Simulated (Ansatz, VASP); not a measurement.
Al in VASP and in Ansatz

File INCAR:

```
PREC = Accurate
ENCUT = 520
EDIFF = 1E-7
ISMEAR = 0
SIGMA = 0.15
LREAL = False
LASPH = True
NELM = 80
ALGO = Fast
ISIF = 2
LWAVE = False
LCHARG = False
GGA = PS
IVDW = 12
NBANDS = 18
```

KPOINTS

```
regular mesh
0
Gamma
  18 18 4
```

The input POSCAR:

```
Al
1.0
   -2.7899121276      0.0000000000      0.0000000000
   -1.3949560638     -2.4161347768      0.0000000000
    0.0000000000      0.0000000000     13.9412785744
Al
6
Direct
    0.6666666667      0.6666666667      0.2500000000
    0.6666666667      0.6666666667      0.5833333333
    0.6666666667      0.6666666667      0.9166666667
    0.3333333333      0.3333333333      0.0833333333
    0.3333333333      0.3333333333      0.4166666667
    0.3333333333      0.3333333333      0.7500000000
```

Input for Ansatz:

```yaml
crystal:
  lattice:
    - [-2.7899121276, 0.0, 0.0]
    - [-1.3949560638, -2.4161347768, 0.0]
    - [0.0, 0.0, 13.9412785744]
  atoms:
    - { symbol: Al, position: [0.6666666667, 0.6666666667, 0.25] }
    - { symbol: Al, position: [0.6666666667, 0.6666666667, 0.5833333333] }
    - { symbol: Al, position: [0.6666666667, 0.6666666667, 0.9166666667] }
    - { symbol: Al, position: [0.3333333333, 0.3333333333, 0.0833333333] }
    - { symbol: Al, position: [0.3333333333, 0.3333333333, 0.4166666667] }
    - { symbol: Al, position: [0.3333333333, 0.3333333333, 0.75] }
basis:
  ecutwfc: 420
kpoints:
  mp_grid: { grid: [18, 18, 4] }
hamiltonian:
  xc: pbesol
  pseudopotentials: { kind: paw, azcp: { folder: soft_1 } }
  dispersion: d3bj
scf:
  occupations: { method: gaussian, width: 0.15 }
output:
  forces: true
  stress: true
  eigenvalues: true
  write_density: true
  write_potential: true
  elf: true
  volumetric_format: npy
```

Alike in both runs: task single point; functional PBEsol; dispersion D3(BJ); k mesh 18 × 18 × 4; occupations gaussian, width 0.15 eV; no spin polarisation.

|  | VASP | Ansatz |
| --- | --- | --- |
| version | VASP 6.6.1 | Ansatz 0.2.0 |
| potentials or method | VASP PAW PBE potentials, release 64 (Al), cutoff 520 eV | scalar-relativistic, plane waves, PAW |
| valence electrons in the cell | 18 | 18 |

VASP gave:

* gap on the k mesh at the Fermi level (eV): none
* pressure (GPa): 0.2
* traceless stress, the component that is largest in VASP (GPa): -0.93

Problem. Which values does Ansatz return?

Solution. gap on the k mesh at the Fermi level (eV): none; pressure (GPa): 0.1; traceless stress, the component that is largest in VASP (GPa): -0.92.

VASP's potentials were made for PBE, not for PBEsol, and Ansatz warns of the same on its side. A gap of «none» marks a metal or a gap that the smearing closes.
